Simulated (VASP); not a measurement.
# LiF (Fm-3m) in VASP: relaxation of cell and atoms with PBE

Aim: the relaxation of cell and atoms of LiF with PBE.

Program: VASP 6.6.1. These are calculated values, not measurements. Logs are shortened: lines on timing, memory, paths and dates and some standing lists are left out, and cuts for length are marked.

**1. The cell of the first run**

It takes space group Fm-3m (No. 225, cubic). Conventional cell: a = 4.083 Å, b = 4.083 Å, c = 4.083 Å, α = 90.00°, β = 90.00°, γ = 90.00°. Li (site symmetry m-3m) has 6 F at 2.04 Å within 2.7 Å. Within 2.7 Å of F (site symmetry m-3m) lie 6 Li at 2.04 Å.

**2. Relaxation of cell and atoms, PBE**

The input, INCAR:

```
PREC = Accurate
ENCUT = 910
EDIFF = 1E-7
ISMEAR = -1
SIGMA = 0.02
LREAL = False
LASPH = True
NELM = 120
ALGO = Normal
ISIF = 3
LWAVE = False
LCHARG = False
GGA = PE
IBRION = 2
NSW = 80
EDIFFG = -0.005
GGA_COMPAT = False
NELMIN = 4
```

The input, KPOINTS:

```
regular mesh
0
Gamma
  10 10 10
```

The input, POSCAR:

```
LiF
1.0
    0.0000000000      2.0417135738      2.0417135738
    2.0417135738      0.0000000000      2.0417135738
    2.0417135738      2.0417135738      0.0000000000
Li F
1 1
Direct
    0.0000000000      0.0000000000      0.0000000000
    0.5000000000      0.5000000000      0.5000000000
```

Potentials or basis: VASP PAW PBE potentials, release 64 (Li_sv, F_h).

Command:

```console
> cat potpaw_PBE.64/Li_sv/POTCAR potpaw_PBE.64/F_h/POTCAR > POTCAR
> mpirun -np 1 vasp_std > vasp.out
```

OUTCAR:

```text
PREC = Accurate
   ENCUT = 910
   EDIFF = 1E-7
   ISMEAR = -1
   LREAL = False
   LASPH = True
   NELM = 120
   ISIF = 3
   GGA = PE
   IBRION = 2
   NSW = 80
   EDIFFG = -0.005
   NELMIN = 4

 ion  position               nearest neighbor table
   1  0.000  0.000  0.000-   2 2.04   2 2.04   2 2.04   2 2.04   2 2.04   2 2.04
   2  0.500  0.500  0.500-   1 2.04   1 2.04   1 2.04   1 2.04   1 2.04   1 2.04

  LATTYP: Found a face centered cubic cell.
 ALAT       =     4.0834271476

  Lattice vectors:

 A1 = (   0.0000000000,   2.0417135738,   2.0417135738)
 A2 = (   2.0417135738,   0.0000000000,   2.0417135738)
 A3 = (   2.0417135738,   2.0417135738,   0.0000000000)

Analysis of symmetry for initial positions (statically):
=====================================================================
 Subroutine PRICEL returns:
 Original cell was already a primitive cell.

 Routine SETGRP: Setting up the symmetry group for a
 face centered cubic supercell.

 Subroutine GETGRP returns: Found 48 space group operations
[... 9 lines left out ...]

 Routine SETGRP: Setting up the symmetry group for a
 face centered cubic supercell.

 Subroutine GETGRP returns: Found 48 space group operations
[... 11 lines left out ...]
                                     Primitive cell

  volume of cell :      17.0222

  direct lattice vectors                    reciprocal lattice vectors
     0.000000000  2.041713574  2.041713574    -0.244892333  0.244892333  0.244892333
     2.041713574  0.000000000  2.041713574     0.244892333 -0.244892333  0.244892333
     2.041713574  2.041713574  0.000000000     0.244892333  0.244892333 -0.244892333

  length of vectors
     2.887419027  2.887419027  2.887419027     0.424165963  0.424165963  0.424165963

  position of ions in fractional coordinates (direct lattice)
     0.000000000  0.000000000  0.000000000
     0.500000000  0.500000000  0.500000000

  ion indices of the primitive-cell ions
   primitive index   ion index
                 1           1
                 2           2

----------------------------------------------------------------------------------------

 KPOINTS: regular mesh

Automatic generation of k-mesh.
 Grid dimensions read from file:
 generate k-points for:   10   10   10

 Generating k-lattice:

  Cartesian coordinates                     Fractional coordinates (reciprocal lattice)
    -0.024489233  0.024489233  0.024489233     0.100000000  0.000000000  0.000000000
     0.024489233 -0.024489233  0.024489233     0.000000000  0.100000000  0.000000000
     0.024489233  0.024489233 -0.024489233     0.000000000  0.000000000  0.100000000

  Length of vectors
     0.042416596  0.042416596  0.042416596

  Shift w.r.t. Gamma in fractional coordinates (k-lattice)
     0.000000000  0.000000000  0.000000000

 Subroutine IBZKPT returns following result:
 ===========================================

 Found     47 irreducible k-points:

 Following reciprocal coordinates:
            Coordinates               Weight
  0.000000  0.000000  0.000000      1.000000
  0.100000  0.000000  0.000000      8.000000
  0.200000  0.000000  0.000000      8.000000
  0.300000  0.000000  0.000000      8.000000
  0.400000  0.000000  0.000000      8.000000
  0.500000  0.000000  0.000000      4.000000
[... 16 lines left out ...]
  0.300000  0.300000  0.000000      6.000000
  0.400000  0.300000  0.000000     24.000000
 [... further k-points ...]
   k-points           NKPTS =     47   k-points in BZ     NKDIM =     47   number of bands    NBANDS=      9
   number of dos      NEDOS =    301   number of ions     NIONS =      2
   total plane-waves  NPLWV =  21952
   dimension x,y,z NGX =    28 NGY =   28 NGZ =   28
   dimension x,y,z NGXF=    56 NGYF=   56 NGZF=   56
   ions per type =               1   1
   NGX,Y,Z   is equivalent  to a cutoff of  16.12, 16.12, 16.12 a.u.
   NGXF,Y,Z  is equivalent  to a cutoff of  32.24, 32.24, 32.24 a.u.
 SYSTEM =  unknown system
   PREC   = accura    normal or accurate (medium, high low for compatibility)
   ISTART =      0    job   : 0-new  1-cont  2-samecut
   ICHARG =      2    charge: 1-file 2-atom 10-const
   ISPIN  =      1    spin polarized calculation?
   LNONCOLLINEAR =      F non collinear calculations
   LSORBIT =      F    spin-orbit coupling
   LASPH  =      T    aspherical Exc in radial PAW
   ENCUT  =  910.0 eV  66.88 Ry    8.18 a.u.   7.10  7.10  7.10*2*pi/ulx,y,z
   NELM   =    120;   NELMIN=  4; NELMDL= -5     # of ELM steps
   EDIFF  = 0.1E-06   stopping-criterion for ELM
   LREAL  =      F    real-space projection
   EDIFFG = -.5E-02   stopping-criterion for IOM
   NSW    =     80    number of steps for IOM
   IBRION =      2    ionic relax: 0-MD 1-quasi-New 2-CG
   NFREE  =      1    steps in history (QN), initial steepest desc. (CG)
   ISIF   =      3    stress and relaxation
   ISYM   =      2    0-nonsym 1-usesym 2-fastsym
   POTIM  = 0.5000    time-step for ionic-motion
   TEBEG  =    0.0;   TEEND  =   0.0 temperature during run
   PSTRESS=    0.0 pullay stress
   NELECT =      10.0000    total number of electrons
   NUPDOWN=      -1.0000    fix difference up-down
   EMIN   =  10.00;   EMAX   =-10.00  energy-range for DOS
   EFERMI =   0.00;   METHOD = LEGACY
   ISMEAR =    -1;   SIGMA  =   0.02  broadening in eV -4-tet -1-fermi 0-gaus
   EFERMI_NEDOS =   21; number of points for ismear=-14 and -15
   IALGO  =     38    algorithm
   IMIX   =      4    mixing-type and parameters
     AMIX     =   0.40;   BMIX     =  1.00
     AMIX_MAG =   1.60;   BMIX_MAG =  1.00
  volume/ion in A,a.u.               =       8.51        57.44
  Fermi-wavevector in a.u.,A,eV,Ry     =   1.371103  2.591009 25.577904  1.879923
  Thomas-Fermi vector in A             =   2.496830
   LORBIT       =      0    0 simple, 1 ext, 2 COOP (PROOUT), +10 PAW based schemes
   GGA     = PE    functional components
   LHFCALC =     F    Hartree Fock is set to
   AEXX    =    0.0000 exact exchange contribution
   IVDW    =     0    specifies the selected vdW correction
   LEPSILON=     F    determine dielectric tensor
   LRPA    =     F    only Hartree local field effects (RPA)
 conjugate gradient relaxation of ions
 non-spin polarized calculation
  energy-cutoff  :      910.00
  volume of cell :       17.02
 maximum number of plane-waves:      1073
   NGX = 15   NGY = 15   NGZ = 15

--------------------------------------- Ionic step        1  -------------------------------------------

 number of electron      10.0000004 magnetization

 Free energy of the ion-electron system (eV)
  ---------------------------------------------------
  ext. energy  EPLUGINS =         0.00000000
  ---------------------------------------------------
  free energy    TOTEN  =        -9.64604746 eV

  energy without entropy =       -9.64604746  energy(sigma->0) =       -9.64604746

------------------------ aborting loop because EDIFF is reached ----------------------------------------

  FORCE on cell =-STRESS in cart. coord.  units (eV):
  Direction    XX          YY          ZZ          XY          YZ          ZX
  --------------------------------------------------------------------------------------
  -------------------------------------------------------------------------------------
  Total       -0.1878693     -0.1878693     -0.1878693     -0.0000000      0.0000000      0.0000000
  in kB      -17.6828337    -17.6828337    -17.6828337     -0.0000000      0.0000000      0.0000000
  external PRESSURE =     -17.6828337 kB  Pullay stress =       0.0000000 kB
[... 57 lines left out ...]
  energy  without entropy=       -9.6478167131  energy(sigma->0) =       -9.64781671

--------------------------------------- Ionic step        3  -------------------------------------------

 number of electron      10.0000001 magnetization

 Free energy of the ion-electron system (eV)
  ---------------------------------------------------
  ext. energy  EPLUGINS =         0.00000000
  ---------------------------------------------------
  free energy    TOTEN  =        -9.64816123 eV

  energy without entropy =       -9.64816123  energy(sigma->0) =       -9.64816123

 E-fermi :  -0.1690     XC(G=0):  -9.8958

 val. band max:       -0.6098917810   @ k =   0.0000   0.0000   0.0000
 cond. band min:       8.3084507493   @ k =   0.0000   0.0000   0.0000
 fundamental gap:      8.9183425304
 Fermi energy:        -0.1689517314

 k-point     1 :       0.0000    0.0000    0.0000
  band No.  band energies     occupation
      1     -41.5530      2.00000
      2     -20.5362      2.00000
      3      -0.6099      2.00000
      4      -0.6099      2.00000
      5      -0.6099      2.00000
      6       8.3085      0.00000
      7      23.1307      0.00000
      8      23.1307      0.00000
      9      23.1307      0.00000
[... 265 lines left out ...]
 k-point    24 :       0.4000    0.3000    0.0000
  band No.  band energies     occupation
      1     -41.4975      2.00000
      2     -20.0262      2.00000
      3      -2.8717      2.00000
      4      -1.4584      2.00000
      5      -1.3494      2.00000
      6      12.3023      0.00000
      7      16.0763      0.00000
      8      17.7261      0.00000
      9      19.3613      0.00000

 [... further k-points ...]
[... 5 lines left out ...]
  --------------------------------------------------------------------------------------
  -------------------------------------------------------------------------------------
  Total        0.0032253      0.0032253      0.0032253      0.0000000      0.0000000     -0.0000000
  in kB        0.3106989      0.3106989      0.3106989      0.0000000      0.0000000     -0.0000000
  external PRESSURE =       0.3106989 kB  Pullay stress =       0.0000000 kB
[... 17 lines left out ...]
  FREE ENERGIE OF THE ION-ELECTRON SYSTEM (eV)
  ---------------------------------------------------
  free  energy   TOTEN  =        -9.6481612290 eV

  energy  without entropy=       -9.6481612290  energy(sigma->0) =       -9.64816123

 reached required accuracy - stopping structural energy minimisation
```

It took 19 s on 1 thread of Intel Xeon Platinum 8375C at 2.90GHz (Ice Lake), shared host; peak memory 0.16 GiB.

What came out:

| Item | Value |
| --- | --- |
| Free energy | -9.6482 eV |
| Relaxed volume | 8.32 Å³/atom |
| Relaxed cell | a = 2.865 Å, b = 2.865 Å, c = 2.865 Å, α = 60.00°, β = 60.00°, γ = 60.00° |
| Space group after relaxing (to 0.05 Å) | Fm-3m (No. 225) |
| Energy gained by relaxing | 1.1 meV/atom |
| Ionic steps | 3 |
| Pressure after relaxing | 0.0 GPa |
| Band gap on the k mesh | 8.92 eV, direct |

Step by step:
```tsv
step	energy change (eV)	largest force (eV/Å)	pressure (GPa)	volume (Å³)
1	0.0000	0.0000	-1.77	17.02
2	-0.0018	0.0000	-0.71	16.79
3	-0.0021	0.0000	0.03	16.63
```

Final structure:
```
CELL_PARAMETERS angstrom
0.00000 2.02599 2.02599
2.02599 0.00000 2.02599
2.02599 2.02599 0.00000
ATOMIC_POSITIONS crystal
Li 0.00000 0.00000 0.00000
F 0.50000 0.50000 0.50000
```

Caveat: the cutoff is under 1.25 times the usual one of these potentials, so pressure, stress and relaxed cells hold a basis-set (Pulay) error. As with any semilocal functional, this PBE gap is likely too small.
